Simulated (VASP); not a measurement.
Al4SbP3:

```
CELL_PARAMETERS angstrom
3.99700 0.00000 0.00000
0.00000 3.99700 0.00000
0.00000 0.00000 11.28279
ATOMIC_POSITIONS crystal
P 0.00000 0.00000 0.23502
P 0.50000 0.50000 0.00000
P 0.00000 0.00000 0.76498
Al 0.00000 0.50000 0.11737
Al 0.50000 0.00000 0.88263
Al 0.00000 0.50000 0.64704
Al 0.50000 0.00000 0.35296
Sb 0.50000 0.50000 0.50000
```

Base run:

- Program: VASP 6.6.1
- Functional: r2SCAN
- Potentials or basis: VASP PAW PBE potentials, release 64 (P, Al, Sb)
- Cutoff: 520 eV
- k mesh: 6 × 6 × 2
- Occupations: gaussian, width 0.01 eV
- Spin: no spin polarisation

Its results: band gap on the k mesh 0.97 eV (least direct gap 1.18 eV); pressure -0.1 GPa; largest force 0.055 eV/Å.

Question: The run is repeated on the same cell with these changes: functional from r2SCAN to PBE. What comes out?

Answer: Band gap on the k mesh 0.72 eV (least direct gap 0.90 eV); pressure 1.3 GPa; largest force 0.105 eV/Å.

Caveats: spin-orbit coupling is left out, which moves the levels of the heavy elements; the PAW data sets were made with another functional, which shifts forces and pressure a little (at least some runs).

A k mesh can miss the band edges.
